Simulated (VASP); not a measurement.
# Ga2Sb2CO in VASP: notebook, part 2 of 2

VASP 6.6.1. The steps go on from the part before.

## Step 4: Single point, PBE+D3(BJ)

Contents of INCAR:

```
SYSTEM = Ga2Sb2CO
PREC     = Accurate       ! precision mode
ENCUT    = 520            ! plane-wave cutoff, eV
EDIFF    = 1E-7           ! SCF threshold, eV
ISMEAR   = 0              ! smearing method
SIGMA    = 0.1            ! smearing width, eV
LREAL    = .FALSE.        ! projectors in reciprocal space
LASPH    = .TRUE.         ! aspherical terms in the spheres
NELM     = 100            ! most SCF steps
ALGO     = Normal         ! electronic algorithm
ISIF     = 2              ! what is computed and relaxed
LWAVE    = .FALSE.        ! write WAVECAR
LCHARG   = .TRUE.         ! write CHGCAR
LDIPOL   = .TRUE.       
IDIPOL   = 3            
DIPOL    = 0.5 0.5 0.361
GGA      = PE             ! functional
IVDW     = 12             ! dispersion correction
LELF     = .TRUE.         ! ELF
LVHAR    = .TRUE.       
LVACPOTAV= .TRUE.       
NBANDS   = 32             ! bands
```

Contents of KPOINTS:

```
regular mesh
0
G
  6 6 1
  0 0 0
```

Contents of POSCAR:

```
Ga2Sb2CO
1.0
    4.3343814621      0.0000000000      0.0000000000
   -2.1671907311      3.7536844559      0.0000000000
    0.0000000000      0.0000000000     23.3197422777
Sb Ga O C
2 2 1 1
Direct
    0.0000000000      0.0000000000      0.1715284823
    0.3333333333      0.6666666667      0.3301590654
    0.3333333333      0.6666666667      0.2094685204
    0.6666666667      0.3333333333      0.3632005095
    1.3333333333      0.6666666667      0.5218643557
    1.3333333333      0.6666666667      0.5711787943
```

Run with:

```bash
cat potpaw_PBE.64/Sb/POTCAR potpaw_PBE.64/Ga_d/POTCAR potpaw_PBE.64/O/POTCAR potpaw_PBE.64/C/POTCAR > POTCAR
mpirun -np 1 vasp_std > vasp.out
```

Run time: 2.5 min. Hardware: 1 thread of Intel Xeon Platinum 8488C (Sapphire Rapids), shared host; peak memory 0.48 GiB.

It converged, with:

- Free energy: -29.2374 eV
- Largest force: 0.715 eV/Å
- Band gap on the k mesh: 0.04 eV, indirect (least direct gap 0.15 eV)
- Dispersion energy per atom: -0.162 eV

Forces in eV/Å, atoms in the order of the input:
```
Sb   0.000  0.000  0.168
Sb   0.000  0.000 -0.024
Ga   0.000  0.000 -0.143
Ga   0.000  0.000  0.022
O    0.000  0.000  0.692
C    0.000  0.000 -0.715
```

Levels at points of the mesh, in eV from the valence-band top:
```
           k point  band 20  band 21  band 22  band 23  band 24  band 25  band 26  band 27
(0.00, 0.00, 0.00)    -1.12    -1.12     0.00     0.00     0.15     0.88     1.47     1.47
(0.50, 0.00, 0.00)    -2.52    -2.46    -1.30    -1.19     0.39     0.70     1.18     1.33
```

Caveat: spin-orbit coupling is left out, which moves the levels of the heavy elements.

## Step 5: Single point, PBE+D3(BJ)

Contents of INCAR:

```
PREC = Accurate
ENCUT = 520
EDIFF = 1E-6
ISMEAR = 0
SIGMA = 0.1
LREAL = False
LASPH = True
NELM = 60
ALGO = Normal
ISIF = 2
LWAVE = False
LCHARG = True
LDIPOL = True
IDIPOL = 3
DIPOL = 0.5 0.5 0.361
GGA = PE
IVDW = 12
LELF = True
LVHAR = True
LVACPOTAV = True
NBANDS = 32
```

Contents of KPOINTS:

```
regular mesh
0
Gamma
  6 6 1
```

Edit POSCAR of step 4 so:

```diff
@@ -12,3 +12,3 @@
     0.6666666667      0.3333333333      0.3632005095
-    1.3333333333      0.6666666667      0.5218643557
-    1.3333333333      0.6666666667      0.5711787943
+    1.0000000000      1.0000000000      0.5218643557
+    1.0000000000      1.0000000000      0.5711787943
```

Potentials or basis: VASP PAW PBE potentials, release 64 (Sb, Ga_d, O, C).

Run with:

```bash
cat potpaw_PBE.64/Sb/POTCAR potpaw_PBE.64/Ga_d/POTCAR potpaw_PBE.64/O/POTCAR potpaw_PBE.64/C/POTCAR > POTCAR
mpirun -np 1 vasp_std > vasp.out
```

OUTCAR:

```text
PREC = Accurate
   ENCUT = 520
   EDIFF = 1E-6
   ISMEAR = 0
   LREAL = False
   LASPH = True
   NELM = 60
   ISIF = 2
   GGA = PE
   IVDW = 12
 IVDW          = 12

 ion  position               nearest neighbor table
   1  0.000  0.000  0.172-   3 2.65   3 2.65   3 2.65
   2  0.333  0.667  0.330-   4 2.62   4 2.62   4 2.62   3 2.81
   3  0.333  0.667  0.209-   1 2.65   1 2.65   1 2.65   2 2.81
   4  0.667  0.333  0.363-   2 2.62   2 2.62   2 2.62
   5  0.000  0.000  0.522-   6 1.15
   6  0.000  0.000  0.571-   5 1.15

  LATTYP: Found a hexagonal cell.
 ALAT       =     4.3343814621
 C/A-ratio  =     5.3801776520

[... 436 lines left out ...]
  Total      -0.05754    -0.05754    -1.24504     0.00000     0.00000    -0.00000
  in kB      -0.24298    -0.24298    -5.25759     0.00000     0.00000    -0.00000
  external pressure =       -1.91 kB  Pullay stress =        0.00 kB

 VOLUME and BASIS-vectors are now :
 -----------------------------------------------------------------------------
  energy-cutoff  :      520.00
  volume of cell :      379.41
      direct lattice vectors                 reciprocal lattice vectors
     4.334381462  0.000000000  0.000000000     0.230713427  0.133202459  0.000000000
    -2.167190731  3.753684456  0.000000000     0.000000000  0.266404918  0.000000000
     0.000000000  0.000000000 23.319742278     0.000000000  0.000000000  0.042882121

 POSITION                                       TOTAL-FORCE (eV/Angst)
 -----------------------------------------------------------------------------------
      0.00000      0.00000      4.00000         0.000000      0.000000      0.170535
     -0.00000      2.50246      7.69922         0.000000      0.000000     -0.011749
     -0.00000      2.50246      4.88475         0.000000     -0.000000     -0.147796
      2.16719      1.25123      8.46974        -0.000000      0.000000      0.026368
      0.00000      0.00000     12.16974         0.000000      0.000000      0.677664
      0.00000      0.00000     13.31974         0.000000      0.000000     -0.715022
 -----------------------------------------------------------------------------------
    total drift:                               -0.000003      0.000001      0.002000

  FREE ENERGIE OF THE ION-ELECTRON SYSTEM (eV)
  ---------------------------------------------------
  free  energy   TOTEN  =       -29.2423023975 eV

  energy  without entropy=      -29.2359210111  energy(sigma->0) =      -29.23911170

 vacuum level on the upper side and lower side of the slab         2.882         3.933
```

stdout:

```text
POSCAR found type information on POSCAR SbGaO C
 POSCAR found :  4 types and       6 ions
 scaLAPACK will be used
 LDA part: xc-table for (Slater+PW92), standard interpolation
 POSCAR, INCAR and KPOINTS ok, starting setup
 FFT: planning ... GRIDC
 FFT: planning ... GRID_SOFT
 FFT: planning ... GRID
 WAVECAR not read
 entering main loop
 -----------------------------------------------------------------------------
|                                                                             |
|           W    W    AA    RRRRR   N    N  II  N    N   GGGG   !!!           |
|           W    W   A  A   R    R  NN   N  II  NN   N  G    G  !!!           |
|           W    W  A    A  R    R  N N  N  II  N N  N  G       !!!           |
|           W WW W  AAAAAA  RRRRR   N  N N  II  N  N N  G  GGG   !            |
|           WW  WW  A    A  R   R   N   NN  II  N   NN  G    G                |
|           W    W  A    A  R    R  N    N  II  N    N   GGGG   !!!           |
|                                                                             |
|     Did not find any points to average over, which means that no vacuum     |
|     field-free region was found. Please increase the size of  your cell     |
|     in the dimension of the dipole correction to obtain accurate            |
|     workfunction values.                                                    |
|                                                                             |
 -----------------------------------------------------------------------------
```

Wall time 2.1 min (1 thread of Intel Xeon Platinum 8488C (Sapphire Rapids), shared host); peak memory 0.48 GiB.

What came out:

| Item | Value |
| --- | --- |
| Free energy | -29.2423 eV |
| Largest force | 0.715 eV/Å |
| Band gap on the k mesh | 0.04 eV, indirect (least direct gap 0.14 eV) |
| Dispersion energy per atom | -0.162 eV |

Forces in eV/Å, atoms in the order of the input:
```
Sb   0.000  0.000  0.171
Sb   0.000  0.000 -0.012
Ga   0.000  0.000 -0.148
Ga   0.000  0.000  0.026
O    0.000  0.000  0.678
C    0.000  0.000 -0.715
```

Levels at points of the mesh, in eV from the valence-band top:
```csv
k point,band 21,band 22,band 23,band 24,band 25,band 26
"(0.00, 0.00, 0.00)",-1.12,0.00,0.00,0.14,0.88,1.50
"(0.50, 0.00, 0.00)",-2.46,-1.30,-1.19,0.40,0.73,1.18
```

Caveat: spin-orbit coupling is left out, which moves the levels of the heavy elements.
